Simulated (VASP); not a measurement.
Wanted: the native input for a VASP 6.6.1 run.

* Task: single point
* Functional: LDA
* Potentials or basis: VASP PAW LDA potentials, release 64 (As)
* Cutoff: 520 eV
* k mesh: 9 × 9 × 1
* Occupations: gaussian, width 0.02 eV
* Spin: no spin polarisation
* Dipole correction: yes
* Further INCAR settings: ALGO = Normal; EDIFF = 1e-06; NBANDS = 12

The structure of As lies in POSCAR:

```
As
1.0
    3.2940000000      0.0000000000      0.0000000000
   -1.6470000000      2.8526876801      0.0000000000
    0.0000000000      0.0000000000     28.0000000000
As
2
Direct
    0.3333333333      0.6666666667      0.5317142857
    0.6666666667      0.3333333333      0.4682857143
```

These files were run (other wordings do the same):

INCAR

```
PREC = Accurate
ENCUT = 520
EDIFF = 1E-6
ISMEAR = 0
SIGMA = 0.02
LREAL = False
LASPH = True
NELM = 100
ALGO = Normal
ISIF = 2
LWAVE = False
LCHARG = False
LDIPOL = True
IDIPOL = 3
DIPOL = 0.5 0.5 0.500
GGA = CA
NBANDS = 12
```

KPOINTS

```
Automatic mesh
0
Gamma
  9 9 1
```

Potentials or basis: VASP PAW LDA potentials, release 64 (As).

Command:

```console
$ cat potpaw_LDA.64/As/POTCAR > POTCAR
$ mpirun -np 1 vasp_std > vasp.out
```

It gave:

```
Largest force          : 2.673 eV/Å
Band gap on the k mesh : zero (band 5 reaches -1.37 eV, above the bottom of band 6 at -3.15 eV)
```

Wall time 49 s on 1 thread of Intel(R) Xeon(R) Platinum 8488C (Sapphire Rapids), on a shared host, peak memory 0.26 GiB.
